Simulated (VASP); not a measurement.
Runs of VASP 6.6.1 on KYSe2. The structure is that of space group P4/mmm (No. 123), or close to it. The cells are those of the table. 

```tsv
level	cell	smearing	gap on the mesh (eV)	pressure (GPa)
r2SCAN	a = 4.320, b = 4.320, c = 5.778 Å, 4 atoms	gaussian 0.01 eV	0.60	1.2
PBE	a = 4.551, b = 4.551, c = 5.868 Å, 4 atoms	fermi-dirac 0.02 eV	(a)	(b)
r2SCAN	a = 4.551, b = 4.551, c = 5.868 Å, 4 atoms	gaussian 0.01 eV	0.99	-3.7
PBE	a = 4.320, b = 4.320, c = 5.778 Å, 4 atoms	fermi-dirac 0.02 eV	0.28	1.7
```

Alike in all rows: task single point; potentials or basis VASP PAW PBE potentials, release 64 (K_sv, Se, Y_sv); no spin polarisation; k mesh 6 × 6 × 4; cutoff (eV) 520.

Q: Estimate the missing entries.

A: (a) 0.67; (b) -2.9.

Caveats: the PAW data sets were made with another functional, which shifts forces and pressure a little (at least some runs); the cell stands under tension (at least some runs).

A k mesh can miss the band edges, and the runs leave out spin-orbit coupling on Se, Y.
